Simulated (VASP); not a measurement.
Wanted: the native input for a VASP 6.6.1 run.

```
Task                   : single point
Functional             : PBE
Potentials or basis    : VASP PAW PBE potentials, release 64 (Mn_sv, S)
Cutoff                 : 600 eV
k mesh                 : 8 × 8 × 8
Occupations            : gaussian, width 0.05 eV
Spin                   : collinear spin, antiferromagnetic start
Starting moments       : [4.9, -4.9, 0.0, 0.0] μB
Hubbard terms          : Mn d U = 3.9 eV
Dipole correction      : no
Further INCAR settings : ALGO = Normal; EDIFF = 1e-06; NBANDS = 33
```

The structure of MnS lies in POSCAR:

```
MnS
1.0
   -2.6218391846     -2.6218391846      5.2656070085
   -5.2656070085     -2.6218391846      2.6218391846
   -2.6218391846     -5.2656070085      2.6218391846
Mn S
2 2
Direct
    0.0000000000      0.0000000000      0.0000000000
    0.5000000000      0.5000000000      0.5000000000
    1.2499999969     -0.7500000031     -0.7500000031
    1.7500000031     -0.2499999969     -0.2499999969
```

The input as run:

INCAR

```
SYSTEM = MnS
ALGO = Normal ; EDIFF = 1E-6
ENCUT = 600 ; GGA = PE
GGA_COMPAT = .False. ; ISIF = 2
ISMEAR = 0 ; ISPIN = 2
LASPH = .True. ; LCHARG = .False.
LDAU = .True. ; LDAUJ = 0 0
LDAUL = 2 -1 ; LDAUPRINT = 1
LDAUTYPE = 2 ; LDAUU = 3.9 0
LMAXMIX = 4 ; LORBIT = 11
LREAL = .False. ; LWAVE = .False.
MAGMOM = 4.9 -4.9 0 0 ; NBANDS = 33
NELM = 200 ; PREC = Accurate
SIGMA = 0.05
```

KPOINTS

```
k-points
0
Gamma
  8 8 8
  0 0 0
```

Potentials or basis: VASP PAW PBE potentials, release 64 (Mn_sv, S).

The run is started by

```console
$ cat potpaw_PBE.64/Mn_sv/POTCAR potpaw_PBE.64/S/POTCAR > POTCAR
$ mpirun -np 1 vasp_std > vasp.out
```

It gave:

```yaml
Pressure: -1.9 GPa
Band_gap_on_the_k_mesh: 2.27 eV
Net_moment: 0.00 μB per cell
Site_moments: Mn +4.39, -4.39; S +0.00 μB
Valence_electrons_inside_the_program's_atomic_spheres: Mn 12.82; S 3.76
```

It took 11 min on 1 thread of Intel(R) Xeon(R) 6975P-C (Granite Rapids), with other jobs on the host, peak memory 0.64 GiB.
